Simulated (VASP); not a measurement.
# BaHfO3 (P4/mmm) in VASP: single point with r2SCAN

Aim: the single point of BaHfO3 with r2SCAN.

Everything below comes from runs of VASP 6.6.1. Logs are shortened: lines on timing, memory, paths and dates and some standing lists are left out, and cuts for length are marked.

## (1) The cell of the first run

The structure is tetragonal, space group P4/mmm (No. 123). The conventional cell has a = 4.177 Å, b = 4.177 Å, c = 4.344 Å, α = 90.00°, β = 90.00°, γ = 90.00°. Ba (site symmetry 4/mmm) has 12 O at 2.95 to 3.01 Å and 8 Hf at 3.67 Å within 3.9 Å. Within 2.8 Å of Hf (site symmetry 4/mmm) lie 6 O at 2.09 to 2.17 Å. O (site symmetry 4/mmm) has 2 Hf at 2.17 Å and 4 Ba at 2.95 Å and 8 O at 3.01 Å within 3.1 Å. Within 2.8 Å of O (site symmetry mmm) lie 2 Hf at 2.09 Å.

## (2) Single point, r2SCAN, non-collinear spin, zero start, spin-orbit coupling (uniaxial z strain +4.0%)

File POSCAR:

```
BaHfO3
1.0
    4.1770587708      0.0000000000      0.0000000000
    0.0000000000      4.1770587708      0.0000000000
    0.0000000000      0.0000000000      4.3441411217
Ba Hf O
1 1 3
Direct
    0.0000000000      0.0000000000      0.0000000000
    0.5000000000      0.5000000000      0.5000000000
    0.5000000000      0.5000000000      0.0000000000
    0.5000000000      0.0000000000      0.5000000000
    0.0000000000      0.5000000000      0.5000000000
```

File INCAR.step1:

```
SYSTEM = BaHfO3
PREC = Accurate ; ENCUT = 520
ISMEAR = 0 ; SIGMA = 0.01
LREAL = .False. ; LASPH = .True.
NELM = 150 ; LNONCOLLINEAR = .True.
MAGMOM = 0 0 0 0 0 0 0 0 0 0 0 0 0 0 0 ; LSORBIT = .True.
GGA_COMPAT = .False. ; LMAXMIX = 4
NBANDS = 53 ; GGA = PE
ALGO = Normal ; EDIFF = 1E-4
LWAVE = .True. ; LCHARG = .False.
```

File INCAR.step2:

```
SYSTEM = BaHfO3
PREC = Accurate ; ENCUT = 520
EDIFF = 1E-6 ; ISMEAR = 0
SIGMA = 0.01 ; LREAL = .False.
LASPH = .True. ; NELM = 150
ALGO = Normal ; ISIF = 2
LWAVE = .False. ; LCHARG = .False.
LNONCOLLINEAR = .True. ; MAGMOM = 0 0 0 0 0 0 0 0 0 0 0 0 0 0 0
LORBIT = 11 ; LSORBIT = .True.
GGA_COMPAT = .False. ; LORBMOM = .True.
LMAXMIX = 4 ; METAGGA = R2SCAN
LMIXTAU = .True. ; NBANDS = 53
ISTART = 1
```

File KPOINTS:

```
Automatic mesh
0
Gamma
  6 6 6
  0 0 0
```

Potentials or basis: VASP PAW PBE potentials, release 64 (Ba_sv, Hf_pv, O).

Started as:

```bash
$ cat potpaw_PBE.64/Ba_sv/POTCAR potpaw_PBE.64/Hf_pv/POTCAR potpaw_PBE.64/O/POTCAR > POTCAR
$ cp INCAR.step1 INCAR
$ mpirun -np 1 vasp_ncl > vasp.out
$ cp INCAR.step2 INCAR
$ mpirun -np 1 vasp_ncl > vasp.out
```

OUTCAR:

```text
SYSTEM = BaHfO3
   PREC = Accurate
   ENCUT = 520
   EDIFF = 1E-6
   ISMEAR = 0
   LREAL = .False.
   LASPH = .True.
   NELM = 150
   ISIF = 2
   LNONCOLLINEAR = .True.
   LORBIT = 11
   LSORBIT = .True.
   METAGGA = R2SCAN
   ISTART = 1

 ion  position               nearest neighbor table
   1  0.000  0.000  0.000-   3 2.95   3 2.95   3 2.95   3 2.95   5 3.01   4 3.01   5 3.01   5 3.01
                             5 3.01   4 3.01   4 3.01   4 3.01   2 3.67   2 3.67   2 3.67   2 3.67
   2  0.500  0.500  0.500-   4 2.09   5 2.09   4 2.09   5 2.09   3 2.17   3 2.17   1 3.67   1 3.67
                             1 3.67   1 3.67   1 3.67   1 3.67   1 3.67   1 3.67
   3  0.500  0.500  0.000-   2 2.17   2 2.17   1 2.95   1 2.95   1 2.95   1 2.95
   4  0.500  0.000  0.500-   2 2.09   2 2.09   1 3.01   1 3.01   1 3.01   1 3.01
   5  0.000  0.500  0.500-   2 2.09   2 2.09   1 3.01   1 3.01   1 3.01   1 3.01

  LATTYP: Found a simple tetragonal cell.
 ALAT       =     4.1770587708
 C/A-ratio  =     1.0400000000

  Lattice vectors:

 A1 = (   4.1770587708,   0.0000000000,   0.0000000000)
 A2 = (   0.0000000000,   4.1770587708,   0.0000000000)
 A3 = (   0.0000000000,   0.0000000000,   4.3441411217)

Analysis of symmetry for initial positions (statically):
=====================================================================
 Subroutine PRICEL returns:
 Original cell was already a primitive cell.

 Routine SETGRP: Setting up the symmetry group for a
 simple tetragonal supercell.

 Subroutine GETGRP returns: Found 16 space group operations
 (whereof 16 operations were pure point group operations)
 out of a pool of 16 trial point group operations.

The static configuration has the point symmetry D_4h.

Analysis of symmetry for dynamics (positions and initial velocities):
=====================================================================
 Subroutine PRICEL returns:
 Original cell was already a primitive cell.

 Routine SETGRP: Setting up the symmetry group for a
 simple tetragonal supercell.

 Subroutine GETGRP returns: Found 16 space group operations
 (whereof 16 operations were pure point group operations)
 out of a pool of 16 trial point group operations.

The dynamic configuration has the point symmetry D_4h.

Analysis of structural, dynamic, and magnetic symmetry:
=====================================================================
 Subroutine PRICEL returns:
 Original cell was already a primitive cell.

 Routine SETGRP: Setting up the symmetry group for a
 simple tetragonal supercell.

 Subroutine GETGRP returns: Found 16 space group operations
 (whereof 16 operations were pure point group operations)
 out of a pool of 16 trial point group operations.

The overall configuration has the point symmetry D_4h.

 Subroutine INISYM returns: Found 16 space group operations
 (whereof 16 operations are pure point group operations),
 and found     1 'primitive' translations

----------------------------------------------------------------------------------------

                                     Primitive cell

  volume of cell :      75.7958

  direct lattice vectors                    reciprocal lattice vectors
     4.177058771  0.000000000  0.000000000     0.239402904  0.000000000  0.000000000
     0.000000000  4.177058771  0.000000000     0.000000000  0.239402904  0.000000000
     0.000000000  0.000000000  4.344141122     0.000000000  0.000000000  0.230195100

  length of vectors
     4.177058771  4.177058771  4.344141122     0.239402904  0.239402904  0.230195100

  position of ions in fractional coordinates (direct lattice)
     0.000000000  0.000000000  0.000000000
     0.500000000  0.500000000  0.500000000
     0.500000000  0.500000000  0.000000000
     0.500000000  0.000000000  0.500000000
     0.000000000  0.500000000  0.500000000

  ion indices of the primitive-cell ions
   primitive index   ion index
                 1           1
                 2           2
                 3           3
                 4           4
                 5           5

----------------------------------------------------------------------------------------

 KPOINTS: Automatic mesh
[... 130 lines left out ...]
  band No.  band energies     occupation
      1     -32.8793      1.00000
      2     -32.8793      1.00000
      3     -25.9160      1.00000
      4     -25.9160      1.00000
      5     -25.9065      1.00000
      6     -25.9065      1.00000
[... 1261 lines left out ...]
     49      10.7868      0.00000
     50      10.7868      0.00000

 [... further k-points ...]

 [bands above 50 left out]

------------------------ aborting loop because EDIFF is reached ----------------------------------------

  FORCE on cell =-STRESS in cart. coord.  units (eV):
  Direction    XX          YY          ZZ          XY          YZ          ZX
  --------------------------------------------------------------------------------------
  -------------------------------------------------------------------------------------
  Total       -1.8364223     -1.8364223     -5.4750555      0.0000000     -0.0000000      0.0000000
  in kB      -38.8184364    -38.8184364   -115.7321480      0.0000000     -0.0000000      0.0000000
  external PRESSURE =     -64.4563402 kB  Pullay stress =       0.0000000 kB

 VOLUME and BASIS-vectors are now :
 -----------------------------------------------------------------------------
  energy-cutoff  :      520.00
  volume of cell :       75.80
      direct lattice vectors                 reciprocal lattice vectors
     4.177058771  0.000000000  0.000000000     0.239402904  0.000000000  0.000000000
     0.000000000  4.177058771  0.000000000     0.000000000  0.239402904  0.000000000
     0.000000000  0.000000000  4.344141122     0.000000000  0.000000000  0.230195100

 POSITION                                       TOTAL-FORCE (eV/Angst)
 -----------------------------------------------------------------------------------
      0.00000      0.00000      0.00000         0.000000      0.000000      0.000000
      2.08853      2.08853      2.17207         0.000000      0.000000      0.000000
      2.08853      2.08853      0.00000         0.000000      0.000000      0.000000
      2.08853      0.00000      2.17207         0.000000      0.000000      0.000000
      0.00000      2.08853      2.17207         0.000000      0.000000      0.000000
 -----------------------------------------------------------------------------------
    total drift:                                0.000000     -0.000000     -0.000000

  FREE ENERGIE OF THE ION-ELECTRON SYSTEM (eV)
  ---------------------------------------------------
  free  energy   TOTEN  =      -108.6727347275 eV

  energy  without entropy=     -108.6727347275  energy(sigma->0) =     -108.67273473

 orbital moment (x)

 # of ion     p       d       tot
 ----------------------------------------
  1         0.000  -0.000  -0.000
  2         0.000   0.000   0.000
  3        -0.000   0.000  -0.000
  4         0.000   0.000   0.000
  5         0.000   0.000   0.000
 ----------------------------------------
            0.000   0.000   0.000

 orbital moment (y)

 # of ion     p       d       tot
 ----------------------------------------
  1        -0.000  -0.000  -0.000
  2        -0.000  -0.000  -0.000
  3         0.000   0.000   0.000
  4         0.000   0.000   0.000
  5         0.000   0.000   0.000
 ----------------------------------------
           -0.000  -0.000  -0.000

 orbital moment (z)

 # of ion     p       d       tot
 ----------------------------------------
  1         0.000   0.000   0.000
  2         0.000   0.000   0.000
  3         0.000   0.000   0.000
  4         0.000   0.000   0.000
  5         0.000   0.000   0.000
 ----------------------------------------
            0.000   0.000   0.000

 Spin-Orbit-Coupling matrix elements

 Ion:    1  E_soc:     -0.3627438
 l=   1
     0.0000000    -0.0603208    -0.0603605
    -0.0603208     0.0000000    -0.0603208
    -0.0603605    -0.0603208     0.0000000
 l=   2
     0.0000000    -0.0000262     0.0000000    -0.0000262    -0.0001030
    -0.0000262     0.0000000    -0.0000726    -0.0000238    -0.0000228
     0.0000000    -0.0000726     0.0000000    -0.0000726     0.0000000
    -0.0000262    -0.0000238    -0.0000726     0.0000000    -0.0000228
    -0.0001030    -0.0000228     0.0000000    -0.0000228     0.0000000
 l=   3
     0.0000000     0.0000000     0.0000000     0.0000000     0.0000000     0.0000000     0.0000000
     0.0000000     0.0000000     0.0000000     0.0000000     0.0000000     0.0000000     0.0000000
     0.0000000     0.0000000     0.0000000     0.0000000     0.0000000     0.0000000     0.0000000
     0.0000000     0.0000000     0.0000000     0.0000000     0.0000000     0.0000000     0.0000000
[... 69 lines left out ...]
 l=   2
     0.0000000     0.0000000     0.0000000     0.0000000     0.0000000
     0.0000000     0.0000000     0.0000000     0.0000000     0.0000000
     0.0000000     0.0000000     0.0000000     0.0000000     0.0000000
     0.0000000     0.0000000     0.0000000     0.0000000     0.0000000
     0.0000000     0.0000000     0.0000000     0.0000000     0.0000000
 l=   3
     0.0000000     0.0000000     0.0000000     0.0000000     0.0000000     0.0000000     0.0000000
     0.0000000     0.0000000     0.0000000     0.0000000     0.0000000     0.0000000     0.0000000
     0.0000000     0.0000000     0.0000000     0.0000000     0.0000000     0.0000000     0.0000000
     0.0000000     0.0000000     0.0000000     0.0000000     0.0000000     0.0000000     0.0000000
     0.0000000     0.0000000     0.0000000     0.0000000     0.0000000     0.0000000     0.0000000
     0.0000000     0.0000000     0.0000000     0.0000000     0.0000000     0.0000000     0.0000000
     0.0000000     0.0000000     0.0000000     0.0000000     0.0000000     0.0000000     0.0000000

 total charge

# of ion       s       p       d       tot
------------------------------------------
    1        2.010   5.644   0.233   7.887
    2        0.326   6.701   1.404   8.431
    3        1.556   3.485   0.000   5.041
    4        1.561   3.514   0.000   5.075
    5        1.561   3.514   0.000   5.075
--------------------------------------------------
tot          7.014  22.858   1.637  31.510

 magnetization (x)

# of ion       s       p       d       tot
------------------------------------------
    1        0.000   0.000  -0.000  -0.000
    2        0.000   0.000  -0.000  -0.000
    3        0.000   0.000   0.000   0.000
    4       -0.000   0.000   0.000  -0.000
    5        0.000   0.000   0.000   0.000
--------------------------------------------------
tot          0.000   0.000  -0.000  -0.000

 magnetization (y)

# of ion       s       p       d       tot
------------------------------------------
    1        0.000  -0.000   0.000  -0.000
    2        0.000   0.000   0.000   0.000
    3        0.000   0.000   0.000   0.000
    4       -0.000   0.000   0.000  -0.000
    5       -0.000   0.000   0.000  -0.000
--------------------------------------------------
tot          0.000  -0.000   0.000   0.000

 magnetization (z)

# of ion       s       p       d       tot
------------------------------------------
    1        0.000   0.000  -0.000  -0.000
    2       -0.000   0.000  -0.000  -0.000
    3        0.000  -0.000   0.000  -0.000
    4       -0.000   0.000   0.000   0.000
    5        0.000   0.000   0.000   0.000
--------------------------------------------------
tot         -0.000   0.000  -0.000  -0.000
```

Run time: 30 min. Hardware: 1 thread of Oxide Virtual Turin-like, shared host; peak memory 0.49 GiB.

What came out:

```yaml
Free_energy: -108.6727 eV
Pressure: -6.4 GPa
Net_moment: 0.00 μB per cell
Valence_electrons_inside_the_program's_atomic_spheres: Ba 7.89; Hf 8.43; O 5.04, 5.08 (each value once)
```

Stress tensor (GPa, compression positive):
```
 -3.88   0.00   0.00
  0.00  -3.88   0.00
  0.00   0.00 -11.57
```

Moments on the atoms (μB; x, y, z):
```
Ba  0.00 0.00 0.00
Hf  0.00 0.00 0.00
O   0.00 0.00 0.00
O   0.00 0.00 0.00
O   0.00 0.00 0.00
```

Caveat: the cell differs from its parent crystal (uniaxial z strain +4.0%); the stress differs along the axes, from -12 to -4 GPa; the PAW data sets were made with another functional, which shifts forces and pressure a little.
